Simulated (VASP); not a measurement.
Input of a VASP 6.6.1 run:

The input POSCAR:

```
AlNi
1.0
    1.9386940000     -1.9531901500      0.0000000000
    1.9386940000      1.9531901500      0.0000000000
    0.0000000000      0.0000000000      3.0994300413
Al Ni
1 1
Direct
    0.0000000000      0.0000000000      0.0000000000
    0.5000000000      0.5000000000      0.5000000000
```

File INCAR.step1:

```
PREC = Accurate
ENCUT = 520
ISMEAR = 1
SIGMA = 0.05
LREAL = F
LASPH = T
NELM = 60
NBANDS = 14
GGA = PE
ALGO = Normal
EDIFF = 1E-4
LWAVE = T
LCHARG = F
```

File INCAR.step2:

```
PREC = Accurate
ENCUT = 520
EDIFF = 1E-6
ISMEAR = 1
SIGMA = 0.05
LREAL = F
LASPH = T
NELM = 60
ALGO = Normal
ISIF = 2
LWAVE = F
LCHARG = T
METAGGA = R2SCAN
LMIXTAU = T
LELF = T
LVHAR = T
NBANDS = 14
ISTART = 1
```

File KPOINTS:

```
Automatic mesh
0
Gamma
  16 16 14
```

Potentials or basis: VASP PAW PBE potentials, release 64 (Al, Ni).

Command:

```sh
$ cat potpaw_PBE.64/Al/POTCAR potpaw_PBE.64/Ni/POTCAR > POTCAR
$ cp INCAR.step1 INCAR
$ mpirun -np 1 vasp_std > vasp.out
$ cp INCAR.step2 INCAR
$ mpirun -np 1 vasp_std > vasp.out
```

(1) Predict the band gap on the k mesh.

(2) What does it give for the pressure?

Results:

(1) zero (an odd number of electrons rules out a gap without spin polarisation).

(2) 0.3 GPa.

Caveat: the stress differs along the axes, from -5 to 4 GPa; the PAW data sets were made with another functional, which shifts forces and pressure a little.
